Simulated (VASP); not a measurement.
# AlRu in VASP: notebook

AlRu is run at these levels: PBEsol; tasks: electric field gradients, density of states.

Program: VASP 6.6.1. These are calculated values, not measurements. Logs are shortened: lines on timing, memory, paths and dates and some standing lists are left out, and cuts for length are marked.

## Step 1: The cell of the first run

The structure is cubic, space group Pm-3m (No. 221). The conventional cell has a = 3.031 Å, b = 3.031 Å, c = 3.031 Å, α = 90.00°, β = 90.00°, γ = 90.00°. Within 3.5 Å of Al (site symmetry m-3m) lie 8 Ru at 2.62 Å and 6 Al at 3.03 Å. Within 3.5 Å of Ru (site symmetry m-3m) lie 8 Al at 2.62 Å and 6 Ru at 3.03 Å.

## Step 2: Electric field gradients, PBEsol (volume scaled by 1.04)

File INCAR:

```
SYSTEM = AlRu
PREC = Accurate
ENCUT = 520
EDIFF = 1E-8
ISMEAR = -1
SIGMA = 0.05
LREAL = .False.
LASPH = .True.
NELM = 60
ALGO = Normal
ISIF = 2
LWAVE = .False.
LCHARG = .False.
GGA = PS
LEFG = .True.
NBANDS = 16
```

File KPOINTS:

```
regular mesh
0
Gamma
  12 12 12
  0 0 0
```

File POSCAR:

```
AlRu
1.0
    3.0309676725      0.0000000000      0.0000000000
    0.0000000000      3.0309676725      0.0000000000
    0.0000000000      0.0000000000      3.0309676725
Al Ru
1 1
Direct
    0.0000000000      0.0000000000      0.0000000000
    0.5000000000      0.5000000000      0.5000000000
```

Potentials or basis: VASP PAW PBE potentials, release 64 (Al, Ru_pv).

Started as:

```
$ cat potpaw_PBE.64/Al/POTCAR potpaw_PBE.64/Ru_pv/POTCAR > POTCAR
$ mpirun -np 1 vasp_std > vasp.out
```

OUTCAR:

```text
SYSTEM = AlRu
   PREC = Accurate
   ENCUT = 520
   EDIFF = 1E-8
   ISMEAR = -1
   LREAL = .False.
   LASPH = .True.
   NELM = 60
   ISIF = 2
   GGA = PS

 ion  position               nearest neighbor table
   1  0.000  0.000  0.000-   2 2.62   2 2.62   2 2.62   2 2.62   2 2.62   2 2.62   2 2.62   2 2.62

   2  0.500  0.500  0.500-   1 2.62   1 2.62   1 2.62   1 2.62   1 2.62   1 2.62   1 2.62   1 2.62

  LATTYP: Found a simple cubic cell.
 ALAT       =     3.0309676725

  Lattice vectors:

 A1 = (   3.0309676725,   0.0000000000,   0.0000000000)
 A2 = (   0.0000000000,   3.0309676725,   0.0000000000)
 A3 = (   0.0000000000,   0.0000000000,   3.0309676725)

Analysis of symmetry for initial positions (statically):
=====================================================================
 Subroutine PRICEL returns:
 Original cell was already a primitive cell.

 Routine SETGRP: Setting up the symmetry group for a
 simple cubic supercell.

 Subroutine GETGRP returns: Found 48 space group operations
 (whereof 48 operations were pure point group operations)
 out of a pool of 48 trial point group operations.

The static configuration has the point symmetry O_h .

Analysis of symmetry for dynamics (positions and initial velocities):
=====================================================================
 Subroutine PRICEL returns:
 Original cell was already a primitive cell.

 Routine SETGRP: Setting up the symmetry group for a
 simple cubic supercell.

 Subroutine GETGRP returns: Found 48 space group operations
 (whereof 48 operations were pure point group operations)
 out of a pool of 48 trial point group operations.

The dynamic configuration has the point symmetry O_h .

 Subroutine INISYM returns: Found 48 space group operations
 (whereof 48 operations are pure point group operations),
 and found     1 'primitive' translations

----------------------------------------------------------------------------------------

                                     Primitive cell

  volume of cell :      27.8448

  direct lattice vectors                    reciprocal lattice vectors
     3.030967673  0.000000000  0.000000000     0.329927636  0.000000000  0.000000000
     0.000000000  3.030967673  0.000000000     0.000000000  0.329927636  0.000000000
     0.000000000  0.000000000  3.030967673     0.000000000  0.000000000  0.329927636

  length of vectors
     3.030967673  3.030967673  3.030967673     0.329927636  0.329927636  0.329927636

  position of ions in fractional coordinates (direct lattice)
     0.000000000  0.000000000  0.000000000
     0.500000000  0.500000000  0.500000000

  ion indices of the primitive-cell ions
   primitive index   ion index
                 1           1
                 2           2

----------------------------------------------------------------------------------------

 KPOINTS: regular mesh

Automatic generation of k-mesh.
 Grid dimensions read from file:
 generate k-points for:   12   12   12

 Generating k-lattice:

  Cartesian coordinates                     Fractional coordinates (reciprocal lattice)
     0.027493970  0.000000000  0.000000000     0.083333333  0.000000000  0.000000000
     0.000000000  0.027493970  0.000000000     0.000000000  0.083333333  0.000000000
     0.000000000  0.000000000  0.027493970     0.000000000  0.000000000  0.083333333

  Length of vectors
     0.027493970  0.027493970  0.027493970

  Shift w.r.t. Gamma in fractional coordinates (k-lattice)
     0.000000000  0.000000000  0.000000000

 Subroutine IBZKPT returns following result:
 ===========================================

 Found     84 irreducible k-points:

 Following reciprocal coordinates:
            Coordinates               Weight
  0.000000  0.000000  0.000000      1.000000
  0.083333  0.000000  0.000000      6.000000
  0.166667  0.000000  0.000000      6.000000
  0.250000  0.000000  0.000000      6.000000
  0.333333  0.000000  0.000000      6.000000
  0.416667  0.000000  0.000000      6.000000
[... 16 lines left out ...]
  0.333333  0.333333  0.000000     12.000000
  0.416667  0.333333  0.000000     24.000000
 [... further k-points ...]
   k-points           NKPTS =     84   k-points in BZ     NKDIM =     84   number of bands    NBANDS=     16
   number of dos      NEDOS =    301   number of ions     NIONS =      2
   total plane-waves  NPLWV =  13824
   dimension x,y,z NGX =    24 NGY =   24 NGZ =   24
   dimension x,y,z NGXF=    48 NGYF=   48 NGZF=   48
   ions per type =               1   1
   NGX,Y,Z   is equivalent  to a cutoff of  13.16, 13.16, 13.16 a.u.
   NGXF,Y,Z  is equivalent  to a cutoff of  26.33, 26.33, 26.33 a.u.
 SYSTEM =  AlRu
   PREC   = accura    normal or accurate (medium, high low for compatibility)
   ISTART =      0    job   : 0-new  1-cont  2-samecut
   ICHARG =      2    charge: 1-file 2-atom 10-const
   ISPIN  =      1    spin polarized calculation?
   LNONCOLLINEAR =      F non collinear calculations
   LSORBIT =      F    spin-orbit coupling
   LASPH  =      T    aspherical Exc in radial PAW
   ENCUT  =  520.0 eV  38.22 Ry    6.18 a.u.   5.64  5.64  5.64*2*pi/ulx,y,z
   NELM   =     60;   NELMIN=  2; NELMDL= -5     # of ELM steps
   EDIFF  = 0.1E-07   stopping-criterion for ELM
   LREAL  =      F    real-space projection
   EDIFFG = 0.1E-06   stopping-criterion for IOM
   NSW    =      0    number of steps for IOM
   IBRION =     -1    ionic relax: 0-MD 1-quasi-New 2-CG
   NFREE  =      0    steps in history (QN), initial steepest desc. (CG)
   ISIF   =      2    stress and relaxation
   ISYM   =      2    0-nonsym 1-usesym 2-fastsym
   POTIM  = 0.5000    time-step for ionic-motion
   TEBEG  =    0.0;   TEEND  =   0.0 temperature during run
   PSTRESS=    0.0 pullay stress
   NELECT =      17.0000    total number of electrons
   NUPDOWN=      -1.0000    fix difference up-down
   EMIN   =  10.00;   EMAX   =-10.00  energy-range for DOS
   EFERMI =   0.00;   METHOD = LEGACY
   ISMEAR =    -1;   SIGMA  =   0.05  broadening in eV -4-tet -1-fermi 0-gaus
   EFERMI_NEDOS =   21; number of points for ismear=-14 and -15
   IALGO  =     38    algorithm
   IMIX   =      4    mixing-type and parameters
     AMIX     =   0.40;   BMIX     =  1.00
     AMIX_MAG =   1.60;   BMIX_MAG =  1.00
  volume/ion in A,a.u.               =      13.92        93.95
  Fermi-wavevector in a.u.,A,eV,Ry     =   1.388811  2.624472 26.242865  1.928796
  Thomas-Fermi vector in A             =   2.512902
   LORBIT       =      0    0 simple, 1 ext, 2 COOP (PROOUT), +10 PAW based schemes
   GGA     = PS    functional components
   LHFCALC =     F    Hartree Fock is set to
   AEXX    =    0.0000 exact exchange contribution
   IVDW    =     0    specifies the selected vdW correction
   LEPSILON=     F    determine dielectric tensor
   LRPA    =     F    only Hartree local field effects (RPA)
 non-spin polarized calculation
  energy-cutoff  :      520.00
  volume of cell :       27.84
 maximum number of plane-waves:       768
 NGX is ok and might be reduce to    24
   NGX = 11   NGY = 11   NGZ = 11

 number of electron      17.0000001 magnetization

 Free energy of the ion-electron system (eV)
  ---------------------------------------------------
  ext. energy  EPLUGINS =         0.00000000
  ---------------------------------------------------
  free energy    TOTEN  =       -15.48113948 eV

  energy without entropy =      -15.46845883  energy(sigma->0) =      -15.47479916

 E-fermi :  10.0459     XC(G=0): -12.4869

 val. band max:       10.0430622814   @ k =   0.0833   0.0833   0.0000
 cond. band min:      10.0637414119   @ k =   0.2500   0.0833   0.0833
 fundamental gap:      0.0206791304
 Fermi energy:        10.0459284493

 k-point     1 :       0.0000    0.0000    0.0000
  band No.  band energies     occupation
      1     -31.6516      2.00000
      2     -31.6516      2.00000
      3     -31.6516      2.00000
      4       0.5993      2.00000
      5       6.6712      2.00000
      6       6.6712      2.00000
[... 8 lines left out ...]
     15      22.0497      0.00000
     16      24.3973      0.00000

 k-point     2 :       0.0833    0.0000    0.0000
  band No.  band energies     occupation
      1     -31.6639      2.00000
      2     -31.6506      2.00000
      3     -31.6506      2.00000
      4       0.7284      2.00000
      5       6.7121      2.00000
      6       6.7155      2.00000
[... 8 lines left out ...]
     15      22.0509      0.00000
     16      24.8248      0.00000
[... 387 lines left out ...]
      5       6.3624      2.00000
      6       7.9732      2.00000
[... 8 lines left out ...]
     15      22.2622      0.00000
     16      24.5261      0.00000

 k-point    24 :       0.4167    0.3333    0.0000
  band No.  band energies     occupation
      1     -31.8043      2.00000
      2     -31.7686      2.00000
      3     -31.6255      2.00000
      4       4.2113      2.00000
      5       6.2745      2.00000
      6       8.2119      2.00000
[... 8 lines left out ...]
     15      22.1560      0.00000
     16      24.8481      0.00000

 [... further k-points ...]
[... 5 lines left out ...]
  --------------------------------------------------------------------------------------
  -------------------------------------------------------------------------------------
  Total       -1.8594228     -1.8594228     -1.8594228     -0.0000000      0.0000000     -0.0000000
  in kB     -106.9903997   -106.9903997   -106.9903997     -0.0000000      0.0000000     -0.0000000
  external PRESSURE =    -106.9903997 kB  Pullay stress =       0.0000000 kB

 VOLUME and BASIS-vectors are now :
 -----------------------------------------------------------------------------
  energy-cutoff  :      520.00
  volume of cell :       27.84
      direct lattice vectors                 reciprocal lattice vectors
     3.030967673  0.000000000  0.000000000     0.329927636  0.000000000  0.000000000
     0.000000000  3.030967673  0.000000000     0.000000000  0.329927636  0.000000000
     0.000000000  0.000000000  3.030967673     0.000000000  0.000000000  0.329927636

 POSITION                                       TOTAL-FORCE (eV/Angst)
 -----------------------------------------------------------------------------------
      0.00000      0.00000      0.00000         0.000000      0.000000      0.000000
      1.51548      1.51548      1.51548         0.000000      0.000000      0.000000
 -----------------------------------------------------------------------------------
    total drift:                                0.000000     -0.000000     -0.000000

  FREE ENERGIE OF THE ION-ELECTRON SYSTEM (eV)
  ---------------------------------------------------
  free  energy   TOTEN  =       -15.4811394816 eV

  energy  without entropy=      -15.4684588309  energy(sigma->0) =      -15.47479916

 Electric field gradients (V/A^2)
---------------------------------------------------------------------
 ion       V_xx      V_yy      V_zz      V_xy      V_xz      V_yz
---------------------------------------------------------------------
   1      -0.000    -0.000     0.000    -0.000    -0.000     0.000
   2       0.000    -0.000    -0.000    -0.000    -0.000     0.000
---------------------------------------------------------------------

 Electric field gradients after diagonalization (V/A^2)
 (convention: |V_zz| > |V_xx| > |V_yy|)
----------------------------------------------------------------------
 ion       V_xx      V_yy      V_zz     asymmetry (V_yy - V_xx)/ V_zz
----------------------------------------------------------------------
   1      -0.000    -0.000     0.000       0.073
   2      -0.000     0.000    -0.000      -0.180
----------------------------------------------------------------------

           NMR quadrupolar parameters

 Cq : quadrupolar parameter    Cq=e*Q*V_zz/h
 eta: asymmetry parameters     (V_yy - V_xx)/ V_zz
 Q  : nuclear electric quadrupole moment in mb (millibarn)
----------------------------------------------------------------------
 ion       Cq(MHz)       eta       Q (mb)
----------------------------------------------------------------------
   1       0.000       0.073       1.000
   2      -0.000      -0.180       1.000
----------------------------------------------------------------------
```

Wall time 40 s (1 thread of Intel Xeon Platinum 8259CL at 2.50GHz (Skylake/Cascade Lake), shared host); peak memory 0.16 GiB.

Results:

| Item | Value |
| --- | --- |
| Free energy | -15.4811 eV |
| Pressure | -10.7 GPa |

Levels at points of the mesh, in eV from the Fermi level:
| k point | band 7 | band 8 | band 9 | band 10 | band 11 | band 12 |
| --- | --- | --- | --- | --- | --- | --- |
| (0.00, 0.00, 0.00) | 0.18 | 0.18 | 0.18 | 5.89 | 5.89 | 5.89 |
| (0.50, 0.00, 0.00) | -1.51 | -1.51 | 0.42 | 2.15 | 7.48 | 10.80 |
| (0.50, 0.50, 0.00) | -1.33 | -1.08 | -1.08 | 1.44 | 5.03 | 5.89 |
| (0.50, 0.50, 0.50) | 1.53 | 1.53 | 2.37 | 4.02 | 4.02 | 4.02 |

Caveat: without QUAD_EFG the Cq values of the log hold for a quadrupole moment of 1 mb, not for the nuclei; the PAW data sets were made with another functional, which shifts forces and pressure a little.

## Step 3: Electric field gradients, PBEsol (volume scaled by 1.06)

File INCAR:

```
SYSTEM = AlRu
ALGO     = Normal         ! electronic algorithm
EDIFF    = 1E-8           ! SCF threshold, eV
ENCUT    = 520            ! plane-wave cutoff, eV
GGA      = PS             ! functional
ISIF     = 2              ! what is computed and relaxed
ISMEAR   = -1             ! smearing method
LASPH    = .True.         ! aspherical terms in the spheres
LCHARG   = .False.        ! write CHGCAR
LEFG     = .True.       
LREAL    = .False.        ! projectors in reciprocal space
LWAVE    = .False.        ! write WAVECAR
NBANDS   = 16             ! bands
NELM     = 100            ! most SCF steps
PREC     = Accurate       ! precision mode
SIGMA    = 0.05           ! smearing width, eV
```

File KPOINTS:

```
k-points
0
Gamma
  12 12 12
  0 0 0
```

File POSCAR:

```
AlRu
1.0
    3.0502737196      0.0000000000      0.0000000000
    0.0000000000      3.0502737196      0.0000000000
    0.0000000000      0.0000000000      3.0502737196
Al Ru
1 1
Direct
    0.0000000000      0.0000000000      0.0000000000
    0.5000000000      0.5000000000      0.5000000000
```

Potentials or basis: VASP PAW PBE potentials, release 64 (Al, Ru_pv).

Started as:

```
$ cat potpaw_PBE.64/Al/POTCAR potpaw_PBE.64/Ru_pv/POTCAR > POTCAR
$ mpirun -np 1 vasp_std > vasp.out
```

OUTCAR:

```text
SYSTEM = AlRu
   EDIFF = 1E-8
   ENCUT = 520
   GGA = PS
   ISIF = 2
   ISMEAR = -1
   LASPH = .True.
   LREAL = .False.
   NELM = 100
   PREC = Accurate

 ion  position               nearest neighbor table
   1  0.000  0.000  0.000-   2 2.64   2 2.64   2 2.64   2 2.64   2 2.64   2 2.64   2 2.64   2 2.64

   2  0.500  0.500  0.500-   1 2.64   1 2.64   1 2.64   1 2.64   1 2.64   1 2.64   1 2.64   1 2.64

  LATTYP: Found a simple cubic cell.
 ALAT       =     3.0502737196

  Lattice vectors:

 A1 = (   3.0502737196,   0.0000000000,   0.0000000000)
 A2 = (   0.0000000000,   3.0502737196,   0.0000000000)
 A3 = (   0.0000000000,   0.0000000000,   3.0502737196)

Analysis of symmetry for initial positions (statically):
=====================================================================
 Subroutine PRICEL returns:
 Original cell was already a primitive cell.

 Routine SETGRP: Setting up the symmetry group for a
 simple cubic supercell.

 Subroutine GETGRP returns: Found 48 space group operations
[... 645 lines left out ...]
     3.050273720  0.000000000  0.000000000     0.327839431  0.000000000  0.000000000
     0.000000000  3.050273720  0.000000000     0.000000000  0.327839431  0.000000000
     0.000000000  0.000000000  3.050273720     0.000000000  0.000000000  0.327839431

 POSITION                                       TOTAL-FORCE (eV/Angst)
 -----------------------------------------------------------------------------------
      0.00000      0.00000      0.00000         0.000000      0.000000      0.000000
      1.52514      1.52514      1.52514         0.000000      0.000000      0.000000
 -----------------------------------------------------------------------------------
    total drift:                                0.000000     -0.000000     -0.000000

  FREE ENERGIE OF THE ION-ELECTRON SYSTEM (eV)
  ---------------------------------------------------
  free  energy   TOTEN  =       -15.4402932583 eV

  energy  without entropy=      -15.4272170294  energy(sigma->0) =      -15.43375514

 Electric field gradients (V/A^2)
---------------------------------------------------------------------
 ion       V_xx      V_yy      V_zz      V_xy      V_xz      V_yz
---------------------------------------------------------------------
   1      -0.000     0.000    -0.000     0.000    -0.000     0.000
   2      -0.000    -0.000     0.000    -0.000    -0.000     0.000
---------------------------------------------------------------------

 Electric field gradients after diagonalization (V/A^2)
 (convention: |V_zz| > |V_xx| > |V_yy|)
----------------------------------------------------------------------
 ion       V_xx      V_yy      V_zz     asymmetry (V_yy - V_xx)/ V_zz
----------------------------------------------------------------------
   1       0.000    -0.000    -0.000       0.135
   2      -0.000    -0.000     0.000       0.057
----------------------------------------------------------------------

           NMR quadrupolar parameters

 Cq : quadrupolar parameter    Cq=e*Q*V_zz/h
 eta: asymmetry parameters     (V_yy - V_xx)/ V_zz
 Q  : nuclear electric quadrupole moment in mb (millibarn)
----------------------------------------------------------------------
 ion       Cq(MHz)       eta       Q (mb)
----------------------------------------------------------------------
   1      -0.000       0.135       1.000
   2       0.000       0.057       1.000
----------------------------------------------------------------------
```

OSZICAR:

```text
N       E                     dE             d eps       ncg     rms          rms(c)
DAV:   1     0.114960711203E+03    0.11496E+03   -0.90543E+03  2728   0.977E+02
DAV:   2    -0.142497556718E+02   -0.12921E+03   -0.12311E+03  3112   0.291E+02
DAV:   3    -0.162045646064E+02   -0.19548E+01   -0.19484E+01  3392   0.373E+01
DAV:   4    -0.162190848501E+02   -0.14520E-01   -0.14500E-01  3448   0.336E+00
DAV:   5    -0.162192966972E+02   -0.21185E-03   -0.21157E-03  3304   0.383E-01    0.117E+01
DAV:   6    -0.155651742306E+02    0.65412E+00   -0.27655E+00  3032   0.177E+01    0.239E+00
DAV:   7    -0.154609086064E+02    0.10427E+00   -0.24715E-01  2888   0.554E+00    0.180E+00
DAV:   8    -0.154406419462E+02    0.20267E-01   -0.24973E-02  3224   0.114E+00    0.200E-01
DAV:   9    -0.154403147407E+02    0.32721E-03   -0.42727E-04  3312   0.152E-01    0.125E-01
DAV:  10    -0.154402946968E+02    0.20044E-04   -0.36535E-05  3016   0.647E-02    0.705E-03
DAV:  11    -0.154402937391E+02    0.95774E-06   -0.17996E-06  3592   0.145E-02    0.391E-03
DAV:  12    -0.154402932670E+02    0.47206E-06   -0.48428E-08  3152   0.220E-03    0.271E-04
DAV:  13    -0.154402932583E+02    0.87050E-08   -0.13307E-09  2080   0.293E-04
   1 F= -.15440293E+02 E0= -.15433755E+02  d E =-.130762E-01
```

Run time: 42 s. Hardware: 1 thread of Intel Xeon Platinum 8259CL at 2.50GHz (Skylake/Cascade Lake), shared host; peak memory 0.16 GiB.

Results:

* Free energy: -15.4403 eV
* Pressure: -13.8 GPa

Caveat: without QUAD_EFG the Cq values of the log hold for a quadrupole moment of 1 mb, not for the nuclei; the PAW data sets were made with another functional, which shifts forces and pressure a little.

[end of part 1 of 2]
